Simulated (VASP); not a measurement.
## CO: single point with PBE+D3(BJ)

CO, in a box:

```
C O
1.0
     9.29642    0.00000    0.00000
    -4.64821    8.05093    0.00000
     0.00000    0.00000   23.89406
C O
1 1
Cartesian
  0.0000 2.8842 14.7512
  0.0000 2.9421 15.8939
```

| Quantity | Value |
| --- | --- |
| Program | VASP 6.6.1 |
| Task | single point |
| Functional | PBE |
| Dispersion | D3(BJ) |
| Potentials or basis | VASP PAW PBE potentials, release 64 (C, O) |
| Cutoff | 520 eV |
| k mesh | 3 × 3 × 1 |
| Occupations | gaussian, width 0.1 eV |
| Spin | no spin polarisation |

The largest force is 0.109 eV/Å. The gap between the frontier levels is 6.90 eV and the dispersion energy per atom is -0.006 eV.

Forces in eV/Å, atoms in the order of the input:
```
C    0.000  0.006  0.109
O    0.000 -0.006 -0.109
```

Levels at points of the mesh, in eV from the valence-band top:
| k point | band 1 | band 2 | band 3 | band 4 | band 5 | band 6 | band 7 | band 8 | band 9 | band 10 |
| --- | --- | --- | --- | --- | --- | --- | --- | --- | --- | --- |
| (0.00, 0.00, 0.00) | -20.18 | -4.99 | -2.67 | -2.67 | 0.00 | 6.91 | 6.91 | 8.73 | 9.21 | 9.22 |

Wall time 4.4 min on 1 thread of AMD EPYC 7R43 64-Core Processor (Zen 3) (shared host), peak memory 1.4 GiB.
